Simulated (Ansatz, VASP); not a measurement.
## TiN: VASP beside Ansatz

Contents of INCAR:

```
SYSTEM = TiN
ALGO = Normal
EDIFF = 1E-8
ENCUT = 520
GGA = PS
ISIF = 2
ISMEAR = -1
LASPH = .TRUE.
LCHARG = .FALSE.
LEFG = .TRUE.
LREAL = .FALSE.
LWAVE = .FALSE.
NBANDS = 16
NELM = 100
PREC = Accurate
SIGMA = 0.05
```

KPOINTS

```
k-points
0
G
  17 17 17
  0 0 0
```

POSCAR

```
TiN
1.0
    0.0000000000      2.1220000000      2.1220000000
    2.1220000000      0.0000000000      2.1220000000
    2.1220000000      2.1220000000      0.0000000000
Ti N
1 1
Direct
    0.0000000000      0.0000000000      0.0000000000
    0.5000000000      0.5000000000      0.5000000000
```

Input for Ansatz:

```yaml
crystal:
  lattice:
    - [0.0, 2.122, 2.122]
    - [2.122, 0.0, 2.122]
    - [2.122, 2.122, 0.0]
  atoms:
    - { symbol: Ti, position: [0.0, 0.0, 0.0] }
    - { symbol: "N", position: [0.5, 0.5, 0.5] }
kpoints:
  mp_grid: { grid: [17, 17, 17] }
  band_path:
    path:
      - [0.0, 0.0, 0.0]
      - [0.5, 0.0, 0.5]
      - [0.625, 0.25, 0.625]
      - [0.375, 0.375, 0.75]
      - [0.0, 0.0, 0.0]
      - [0.5, 0.5, 0.5]
      - [0.5, 0.25, 0.75]
      - [0.5, 0.0, 0.5]
    npoints: 14
scf:
  occupations: { method: fermi_dirac, width: 0.05 }
hamiltonian:
  xc: pbesol
  pseudopotentials: { kind: paw }
output:
  forces: true
  stress: true
  eigenvalues: true
  efg: { contact_densities: true }
  populations: true
  bader: true
  dos: { projected: true, de: 0.2, e_range: [-14, 8] }
  write_density: true
  write_potential: true
  elf: true
  volumetric_format: npy
```

Alike in both runs: task electric field gradients; functional PBEsol; k mesh 17 × 17 × 17; occupations fermi-dirac, width 0.05 eV; no spin polarisation.

|  | VASP | Ansatz |
| --- | --- | --- |
| version | VASP 6.6.1 | Ansatz 0.2.0 |
| potentials or method | VASP PAW PBE potentials, release 64 (Ti_sv, N) | PAW with Ansatz's default frozen-core files, scalar-relativistic |
| plane-wave cutoff (eV) | 520 | 420 |
| valence electrons in the cell | 17 | 17 |

Ansatz gave:

```
pressure (GPa) : -8.0
```

**Question.** Estimate VASP's values.

**Answer.** Pressure (GPa): -7.6.

VASP's potentials were made for PBE, not for PBEsol.
